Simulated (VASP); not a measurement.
# Bi (Pm-3m) in VASP: further runs

Bi is run at these levels: BLYP; tasks: single point, relaxation of cell and atoms.

All numbers are computed with VASP 6.6.1; they aren't measurements. Logs are shortened: lines on timing, memory, paths and dates and some standing lists are left out, and cuts for length are marked.

## (1) The cell of the first run

The structure is cubic, space group Pm-3m (No. 221). The conventional cell has a = 3.358 Å, b = 3.358 Å, c = 3.358 Å, α = 90.00°, β = 90.00°, γ = 90.00°. Within 4.4 Å of Bi (site symmetry m-3m) lie 6 Bi at 3.36 Å.

## (2) Single point, BLYP

INCAR reads:

```
SYSTEM = Bi
PREC = Accurate ; ENCUT = 520
EDIFF = 1E-6 ; ISMEAR = -1
SIGMA = 0.1 ; LREAL = .FALSE.
LASPH = .TRUE. ; NELM = 80
ALGO = Normal ; ISIF = 2
LWAVE = .FALSE. ; LCHARG = .TRUE.
GGA = B5 ; ALDAX = 1.0
AGGAX = 1.0 ; AGGAC = 1.0
ALDAC = 0.0 ; LELF = .TRUE.
LVHAR = .TRUE. ; NBANDS = 14
```

KPOINTS reads:

```
Automatic mesh
0
G
  11 11 11
  0 0 0
```

POSCAR reads:

```
Bi
1.0
    3.3583730575      0.0000000000      0.0000000000
    0.0000000000      3.3583730575      0.0000000000
    0.0000000000      0.0000000000      3.3583730575
Bi
1
Direct
    0.0000000000      0.0000000000      0.0000000000
```

Potentials or basis: VASP PAW PBE potentials, release 64 (Bi_d).

The run is started by

```sh
$ cat potpaw_PBE.64/Bi_d/POTCAR > POTCAR
$ mpirun -np 1 vasp_std > vasp.out
```

OUTCAR:

```text
SYSTEM = Bi
   PREC = Accurate
   ENCUT = 520
   EDIFF = 1E-6
   ISMEAR = -1
   LREAL = .FALSE.
   LASPH = .TRUE.
   NELM = 80
   ISIF = 2
   GGA = B5

 ion  position               nearest neighbor table
   1  0.000  0.000  0.000-

  LATTYP: Found a simple cubic cell.
 ALAT       =     3.3583730575

  Lattice vectors:

 A1 = (   3.3583730575,   0.0000000000,   0.0000000000)
 A2 = (   0.0000000000,   3.3583730575,   0.0000000000)
 A3 = (   0.0000000000,   0.0000000000,   3.3583730575)

Analysis of symmetry for initial positions (statically):
=====================================================================
 Subroutine PRICEL returns:
 Original cell was already a primitive cell.

 Routine SETGRP: Setting up the symmetry group for a
 simple cubic supercell.

 Subroutine GETGRP returns: Found 48 space group operations
[... 9 lines left out ...]

 Routine SETGRP: Setting up the symmetry group for a
 simple cubic supercell.

 Subroutine GETGRP returns: Found 48 space group operations
[... 11 lines left out ...]
                                     Primitive cell

  volume of cell :      37.8780

  direct lattice vectors                    reciprocal lattice vectors
     3.358373058  0.000000000  0.000000000     0.297763227  0.000000000  0.000000000
     0.000000000  3.358373058  0.000000000     0.000000000  0.297763227  0.000000000
     0.000000000  0.000000000  3.358373058     0.000000000  0.000000000  0.297763227

  length of vectors
     3.358373058  3.358373058  3.358373058     0.297763227  0.297763227  0.297763227

  position of ions in fractional coordinates (direct lattice)
     0.000000000  0.000000000  0.000000000

  ion indices of the primitive-cell ions
   primitive index   ion index
                 1           1

----------------------------------------------------------------------------------------

 KPOINTS: Automatic mesh

Automatic generation of k-mesh.
 Grid dimensions read from file:
 generate k-points for:   11   11   11

 Generating k-lattice:

  Cartesian coordinates                     Fractional coordinates (reciprocal lattice)
     0.027069384  0.000000000  0.000000000     0.090909091  0.000000000  0.000000000
     0.000000000  0.027069384  0.000000000     0.000000000  0.090909091  0.000000000
     0.000000000  0.000000000  0.027069384     0.000000000  0.000000000  0.090909091

  Length of vectors
     0.027069384  0.027069384  0.027069384

  Shift w.r.t. Gamma in fractional coordinates (k-lattice)
     0.000000000  0.000000000  0.000000000

 Subroutine IBZKPT returns following result:
 ===========================================

 Found     56 irreducible k-points:

 Following reciprocal coordinates:
            Coordinates               Weight
  0.000000  0.000000  0.000000      1.000000
  0.090909  0.000000  0.000000      6.000000
  0.181818  0.000000  0.000000      6.000000
  0.272727  0.000000  0.000000      6.000000
  0.363636  0.000000  0.000000      6.000000
  0.454545  0.000000  0.000000      6.000000
[... 16 lines left out ...]
  0.181818  0.090909  0.090909     24.000000
  0.272727  0.090909  0.090909     24.000000
 [... further k-points ...]
   k-points           NKPTS =     56   k-points in BZ     NKDIM =     56   number of bands    NBANDS=     14
   number of dos      NEDOS =    301   number of ions     NIONS =      1
   total plane-waves  NPLWV =  21952
   dimension x,y,z NGX =    28 NGY =   28 NGZ =   28
   dimension x,y,z NGXF=    56 NGYF=   56 NGZF=   56
   ions per type =               1
   NGX,Y,Z   is equivalent  to a cutoff of  13.86, 13.86, 13.86 a.u.
   NGXF,Y,Z  is equivalent  to a cutoff of  27.72, 27.72, 27.72 a.u.
 SYSTEM =  Bi
   PREC   = accura    normal or accurate (medium, high low for compatibility)
   ISTART =      0    job   : 0-new  1-cont  2-samecut
   ICHARG =      2    charge: 1-file 2-atom 10-const
   ISPIN  =      1    spin polarized calculation?
   LNONCOLLINEAR =      F non collinear calculations
   LSORBIT =      F    spin-orbit coupling
   LASPH  =      T    aspherical Exc in radial PAW
   ENCUT  =  520.0 eV  38.22 Ry    6.18 a.u.   6.24  6.24  6.24*2*pi/ulx,y,z
   NELM   =     80;   NELMIN=  2; NELMDL= -5     # of ELM steps
   EDIFF  = 0.1E-05   stopping-criterion for ELM
   LREAL  =      F    real-space projection
   EDIFFG = 0.1E-04   stopping-criterion for IOM
   NSW    =      0    number of steps for IOM
   IBRION =     -1    ionic relax: 0-MD 1-quasi-New 2-CG
   NFREE  =      0    steps in history (QN), initial steepest desc. (CG)
   ISIF   =      2    stress and relaxation
   ISYM   =      2    0-nonsym 1-usesym 2-fastsym
   POTIM  = 0.5000    time-step for ionic-motion
   TEBEG  =    0.0;   TEEND  =   0.0 temperature during run
   PSTRESS=    0.0 pullay stress
   NELECT =      15.0000    total number of electrons
   NUPDOWN=      -1.0000    fix difference up-down
   EMIN   =  10.00;   EMAX   =-10.00  energy-range for DOS
   EFERMI =   0.00;   METHOD = LEGACY
   ISMEAR =    -1;   SIGMA  =   0.10  broadening in eV -4-tet -1-fermi 0-gaus
   EFERMI_NEDOS =   21; number of points for ismear=-14 and -15
   IALGO  =     38    algorithm
   IMIX   =      4    mixing-type and parameters
     AMIX     =   0.40;   BMIX     =  1.00
     AMIX_MAG =   1.60;   BMIX_MAG =  1.00
  volume/ion in A,a.u.               =      37.88       255.61
  Fermi-wavevector in a.u.,A,eV,Ry     =   1.202199  2.271826 19.664257  1.445282
  Thomas-Fermi vector in A             =   2.337987
   LORBIT       =      0    0 simple, 1 ext, 2 COOP (PROOUT), +10 PAW based schemes
   GGA     = B5    functional components
   LHFCALC =     F    Hartree Fock is set to
   AEXX    =    0.0000 exact exchange contribution
   IVDW    =     0    specifies the selected vdW correction
   LEPSILON=     F    determine dielectric tensor
   LRPA    =     F    only Hartree local field effects (RPA)
 non-spin polarized calculation
  energy-cutoff  :      520.00
  volume of cell :       37.88
 maximum number of plane-waves:      1031
 NGX is ok and might be reduce to    28
   NGX = 13   NGY = 13   NGZ = 13

 number of electron      15.0000004 magnetization

 Free energy of the ion-electron system (eV)
  ---------------------------------------------------
  ext. energy  EPLUGINS =         0.00000000
  ---------------------------------------------------
  free energy    TOTEN  =        -3.18966883 eV

  energy without entropy =       -3.16668004  energy(sigma->0) =       -3.17817443

 E-fermi :   5.9293     XC(G=0):  -8.6187

 val. band max:        5.8875948744   @ k =   0.1818   0.0909   0.0000
 cond. band min:       5.9577287413   @ k =   0.4545   0.2727   0.1818
 fundamental gap:      0.0701338669
 Fermi energy:         5.9292807991

 k-point     1 :       0.0000    0.0000    0.0000
  band No.  band energies     occupation
      1     -16.7702      2.00000
      2     -16.7702      2.00000
      3     -16.5290      2.00000
      4     -16.5290      2.00000
      5     -16.5290      2.00000
      6      -6.5814      2.00000
      7       8.8011      0.00000
      8       8.8011      0.00000
      9       8.8011      0.00000
     10      12.2446      0.00000
     11      13.7183      0.00000
     12      13.7183      0.00000
     13      22.5301      0.00000
     14      22.5301      0.00000

 k-point     2 :       0.0909    0.0000    0.0000
  band No.  band energies     occupation
      1     -16.7695      2.00000
      2     -16.7539      2.00000
      3     -16.5339      2.00000
      4     -16.5339      2.00000
      5     -16.5286      2.00000
      6      -6.4929      2.00000
      7       7.6833      0.00000
      8       8.8990      0.00000
      9       8.8990      0.00000
     10      12.6575      0.00000
     11      13.7978      0.00000
     12      14.7081      0.00000
     13      21.8293      0.00000
     14      22.1914      0.00000

 k-point     3 :       0.1818    0.0000    0.0000
  band No.  band energies     occupation
      1     -16.7675      2.00000
      2     -16.7104      2.00000
      3     -16.5469      2.00000
      4     -16.5469      2.00000
      5     -16.5276      2.00000
      6      -6.2362      2.00000
      7       5.7928      1.59299
      8       9.1768      0.00000
      9       9.1768      0.00000
     10      13.0640      0.00000
     11      14.0368      0.00000
     12      17.0471      0.00000
     13      20.4668      0.00000
     14      20.9893      0.00000

 k-point     4 :       0.2727    0.0000    0.0000
  band No.  band energies     occupation
      1     -16.7649      2.00000
      2     -16.6532      2.00000
      3     -16.5639      2.00000
      4     -16.5639      2.00000
      5     -16.5262      2.00000
      6      -5.8452      2.00000
      7       4.0079      2.00000
      8       9.5826      0.00000
      9       9.5826      0.00000
     10      13.5520      0.00000
     11      14.4365      0.00000
     12      19.0145      0.00000
     13      19.0874      0.00000
     14      19.6203      0.00000

 k-point     5 :       0.3636    0.0000    0.0000
  band No.  band energies     occupation
      1     -16.7625      2.00000
      2     -16.6007      2.00000
      3     -16.5795      2.00000
      4     -16.5795      2.00000
      5     -16.5250      2.00000
      6      -5.4052      2.00000
      7       2.5895      2.00000
      8      10.0136      0.00000
      9      10.0136      0.00000
     10      14.2121      0.00000
     11      14.9951      0.00000
     12      17.5302      0.00000
     13      17.8416      0.00000
     14      18.4972      0.00000

 k-point     6 :       0.4545    0.0000    0.0000
  band No.  band energies     occupation
      1     -16.7611      2.00000
      2     -16.5887      2.00000
      3     -16.5887      2.00000
      4     -16.5694      2.00000
      5     -16.5242      2.00000
      6      -5.0863      2.00000
      7       1.7691      2.00000
      8      10.3076      0.00000
      9      10.3076      0.00000
     10      15.0600      0.00000
     11      15.6724      0.00000
     12      16.2198      0.00000
     13      16.8136      0.00000
     14      17.8487      0.00000

 k-point     7 :       0.0909    0.0909    0.0000
  band No.  band energies     occupation
      1     -16.7610      2.00000
      2     -16.7454      2.00000
      3     -16.5388      2.00000
      4     -16.5336      2.00000
      5     -16.5334      2.00000
      6      -6.4045      2.00000
      7       7.6923      0.00000
      8       7.8764      0.00000
      9       8.9970      0.00000
     10      13.1224      0.00000
     11      14.5413      0.00000
     12      14.9627      0.00000
     13      20.5840      0.00000
     14      22.0895      0.00000
[... 205 lines left out ...]
 k-point    20 :       0.4545    0.3636    0.0000
  band No.  band energies     occupation
      1     -16.6723      2.00000
      2     -16.6514      2.00000
      3     -16.5836      2.00000
      4     -16.5736      2.00000
      5     -16.4728      2.00000
      6      -3.9265      2.00000
      7       2.9878      2.00000
      8       4.1433      2.00000
      9      10.1885      0.00000
     10      11.5430      0.00000
     11      16.6554      0.00000
     12      17.7237      0.00000
     13      19.1175      0.00000
     14      19.6370      0.00000

 k-point    21 :       0.4545    0.4545    0.0000
  band No.  band energies     occupation
      1     -16.6638      2.00000
      2     -16.6628      2.00000
      3     -16.5826      2.00000
      4     -16.5826      2.00000
      5     -16.4471      2.00000
      6      -3.6099      2.00000
      7       3.3041      2.00000
      8       3.3064      2.00000
      9       9.4750      0.00000
     10      11.8358      0.00000
     11      17.3338      0.00000
     12      17.9445      0.00000
     13      18.6979      0.00000
     14      19.6991      0.00000

 k-point    22 :       0.0909    0.0909    0.0909
  band No.  band energies     occupation
      1     -16.7446      2.00000
      2     -16.7446      2.00000
      3     -16.5387      2.00000
      4     -16.5383      2.00000
      5     -16.5383      2.00000
      6      -6.3162      2.00000
      7       7.7087      0.00000
      8       7.9731      0.00000
      9       7.9731      0.00000
     10      13.9975      0.00000
     11      15.0378      0.00000
     12      15.0378      0.00000
     13      20.5508      0.00000
     14      20.5508      0.00000

 k-point    23 :       0.1818    0.0909    0.0909
  band No.  band energies     occupation
      1     -16.7427      2.00000
      2     -16.7007      2.00000
      3     -16.5519      2.00000
      4     -16.5515      2.00000
      5     -16.5373      2.00000
      6      -6.0600      2.00000
      7       5.9824      0.74037
      8       8.0930      0.00000
      9       8.2493      0.00000
     10      14.5149      0.00000
     11      15.2519      0.00000
     12      17.1235      0.00000
     13      18.9661      0.00000
     14      19.1551      0.00000

 k-point    24 :       0.2727    0.0909    0.0909
  band No.  band energies     occupation
      1     -16.7403      2.00000
      2     -16.6431      2.00000
      3     -16.5692      2.00000
      4     -16.5688      2.00000
      5     -16.5359      2.00000
      6      -5.6698      2.00000
      7       4.1991      2.00000
      8       8.5132      0.00000
      9       8.6582      0.00000
     10      14.8399      0.00000
     11      15.5441      0.00000
     12      17.3952      0.00000
     13      17.6193      0.00000
     14      20.1184      0.00000

 [... further k-points ...]

------------------------ aborting loop because EDIFF is reached ----------------------------------------

  FORCE on cell =-STRESS in cart. coord.  units (eV):
  Direction    XX          YY          ZZ          XY          YZ          ZX
  --------------------------------------------------------------------------------------
  -------------------------------------------------------------------------------------
  Total        0.0439509      0.0439509      0.0439509     -0.0000000     -0.0000000      0.0000000
  in kB        1.8590502      1.8590502      1.8590502     -0.0000000     -0.0000000      0.0000000
  external PRESSURE =       1.8590502 kB  Pullay stress =       0.0000000 kB

 VOLUME and BASIS-vectors are now :
 -----------------------------------------------------------------------------
  energy-cutoff  :      520.00
  volume of cell :       37.88
      direct lattice vectors                 reciprocal lattice vectors
     3.358373058  0.000000000  0.000000000     0.297763227  0.000000000  0.000000000
     0.000000000  3.358373058  0.000000000     0.000000000  0.297763227  0.000000000
     0.000000000  0.000000000  3.358373058     0.000000000  0.000000000  0.297763227

 POSITION                                       TOTAL-FORCE (eV/Angst)
 -----------------------------------------------------------------------------------
      0.00000      0.00000      0.00000         0.000000      0.000000      0.000000
 -----------------------------------------------------------------------------------
    total drift:                               -0.000000     -0.000000     -0.000000

  FREE ENERGIE OF THE ION-ELECTRON SYSTEM (eV)
  ---------------------------------------------------
  free  energy   TOTEN  =        -3.1896688327 eV

  energy  without entropy=       -3.1666800368  energy(sigma->0) =       -3.17817443
```

Run time: 36 s. Hardware: 1 thread of Intel Xeon 8259CL, shared host; peak memory 0.17 GiB.

What came out:

```
Free energy : -3.1897 eV
Pressure    : 0.2 GPa
```

Caveat: the PAW data sets were made with another functional, which shifts forces and pressure a little; spin-orbit coupling is left out, which moves the levels of the heavy elements.

## (3) Single point, BLYP (volume scaled by 1.04)

INCAR reads:

```
SYSTEM = Bi
  AGGAC = 1.0
  AGGAX = 1.0
  ALDAC = 0.0
  ALDAX = 1.0
  ALGO = Normal
  EDIFF = 1E-6
  ENCUT = 520
  GGA = B5
  ISIF = 2
  ISMEAR = -1
  LASPH = .True.
  LCHARG = .True.
  LELF = .True.
  LREAL = .False.
  LVHAR = .True.
  LWAVE = .False.
  NBANDS = 14
  NELM = 60
  PREC = Accurate
  SIGMA = 0.1
```

KPOINTS reads:

```
k-points
0
Gamma
  11 11 11
  0 0 0
```

POSCAR reads:

```
Bi
1.0
    3.4025672448      0.0000000000      0.0000000000
    0.0000000000      3.4025672448      0.0000000000
    0.0000000000      0.0000000000      3.4025672448
Bi
1
Direct
    0.0000000000      0.0000000000      0.0000000000
```

Potentials or basis: VASP PAW PBE potentials, release 64 (Bi_d).

The run is started by

```sh
$ cat potpaw_PBE.64/Bi_d/POTCAR > POTCAR
$ mpirun -np 1 vasp_std > vasp.out
```

It took 33 s on 1 thread of Intel Xeon 8259CL, shared host; peak memory 0.17 GiB.

It converged, with:

```yaml
Free_energy: -3.1848 eV
Pressure: -1.2 GPa
```

Levels at points of the mesh, in eV from the Fermi level:
```
           k point  band 4  band 5  band 6  band 7  band 8  band 9  band 10  band 11
(0.00, 0.00, 0.00)  -22.44  -22.44  -12.30    2.77    2.77    2.77     6.12     7.69
```

Caveat: the PAW data sets were made with another functional, which shifts forces and pressure a little; spin-orbit coupling is left out, which moves the levels of the heavy elements.

## (4) Single point, BLYP (volume scaled by 1.08)

INCAR reads:

```
PREC = Accurate ; ENCUT = 520
EDIFF = 1E-7 ; ISMEAR = -1
SIGMA = 0.1 ; LREAL = False
LASPH = True ; NELM = 100
ALGO = Normal ; ISIF = 2
LWAVE = False ; LCHARG = False
GGA = B5 ; ALDAX = 1.0
AGGAX = 1.0 ; AGGAC = 1.0
ALDAC = 0.0 ; NBANDS = 14
```

KPOINTS reads:

```
regular mesh
0
Gamma
  11 11 11
```

POSCAR reads:

```
Bi
1.0
    3.4456422890      0.0000000000      0.0000000000
    0.0000000000      3.4456422890      0.0000000000
    0.0000000000      0.0000000000      3.4456422890
Bi
1
Direct
    0.0000000000      0.0000000000      0.0000000000
```

The run is started by

```sh
$ cat potpaw_PBE.64/Bi_d/POTCAR > POTCAR
$ mpirun -np 1 vasp_std > vasp.out
```

Wall time 43 s (1 thread of Intel Xeon 8259CL, shared host); peak memory 0.17 GiB.

It converged, with:

```yaml
Free_energy: -3.1684 eV
Pressure: -2.3 GPa
```

Levels at points of the mesh, in eV from the Fermi level:
```
           k point  band 5  band 6  band 7  band 8  band 9  band 10
(0.00, 0.00, 0.00)  -22.43  -12.10    2.68    2.68    2.68     5.94
```

Caveat: the PAW data sets were made with another functional, which shifts forces and pressure a little; spin-orbit coupling is left out, which moves the levels of the heavy elements.

## (5) Single point, BLYP (volume scaled by 1.12)

INCAR reads:

```
AGGAC = 1.0
AGGAX = 1.0
ALDAC = 0.0
ALDAX = 1.0
ALGO = Normal
EDIFF = 1E-6
ENCUT = 520
GGA = B5
ISIF = 2
ISMEAR = -1
LASPH = T
LCHARG = T
LELF = T
LREAL = F
LVHAR = T
LWAVE = F
NBANDS = 14
NELM = 60
PREC = Accurate
SIGMA = 0.1
```

KPOINTS reads:

```
k-points
0
Gamma
  11 11 11
```

POSCAR reads:

```
Bi
1.0
    3.4876664586      0.0000000000      0.0000000000
    0.0000000000      3.4876664586      0.0000000000
    0.0000000000      0.0000000000      3.4876664586
Bi
1
Direct
    0.0000000000      0.0000000000      0.0000000000
```

The run is started by

```sh
$ cat potpaw_PBE.64/Bi_d/POTCAR > POTCAR
$ mpirun -np 1 vasp_std > vasp.out
```

It took 43 s on 1 thread of Intel Xeon 8259CL, shared host; peak memory 0.17 GiB.

The run converged. Its results:

| Quantity | Value |
| --- | --- |
| Free energy | -3.1429 eV |
| Pressure | -3.2 GPa |

Levels at points of the mesh, in eV from the Fermi level:
| k point | band 5 | band 6 | band 7 | band 8 | band 9 | band 10 |
| --- | --- | --- | --- | --- | --- | --- |
| (0.00, 0.00, 0.00) | -22.42 | -11.93 | 2.58 | 2.58 | 2.58 | 5.77 |

Caveat: the PAW data sets were made with another functional, which shifts forces and pressure a little; spin-orbit coupling is left out, which moves the levels of the heavy elements.

[end of part 1 of 2]
